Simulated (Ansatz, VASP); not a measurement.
# One calculation of SnO2, two programs

```
CELL_PARAMETERS angstrom
-1.98984 1.98984 4.78776
1.98984 -1.98984 4.78776
1.98984 1.98984 -4.78776
ATOMIC_POSITIONS crystal
Sn 0.75000 0.25000 0.50000
Sn 0.00000 0.00000 0.00000
O 0.78793 0.78793 0.00000
O 0.96207 0.46207 0.50000
O 0.21207 0.21207 0.00000
O 0.53793 0.03793 0.50000
```

Alike in both runs: functional PBEsol; k mesh 10 × 10 × 10; occupations gaussian, width 0.05 eV; no spin polarisation.

Ansatz relaxed the structure, and its values are those at the end. VASP's run is a single point on that final structure, the one shown.

|  | VASP | Ansatz |
| --- | --- | --- |
| version | VASP 6.6.1 | Ansatz 0.2.0 |
| potentials or method | VASP PAW PBE potentials, release 64 (Sn_d, O), cutoff 520 eV | scalar-relativistic, plane waves, PAW |
| valence electrons in the cell | 52 | 52 |

|  | VASP | Ansatz | Ansatz less VASP |
| --- | --- | --- | --- |
| gap on the k mesh at the Fermi level (eV) | 2.18 | 2.18 | +0.006 |
| least direct gap on the mesh (eV) | 2.83 | 2.84 | +0.002 |
| pressure (GPa) | 14.3 | 13.3 | -0.91 |
| rms of the force components (eV/Å) | 0.020 | 0.001 | -0.0193 |

VASP's potentials were made for PBE, not for PBEsol, and Ansatz warns of the same on its side. Ansatz's warnings: stress scf threshold loose.
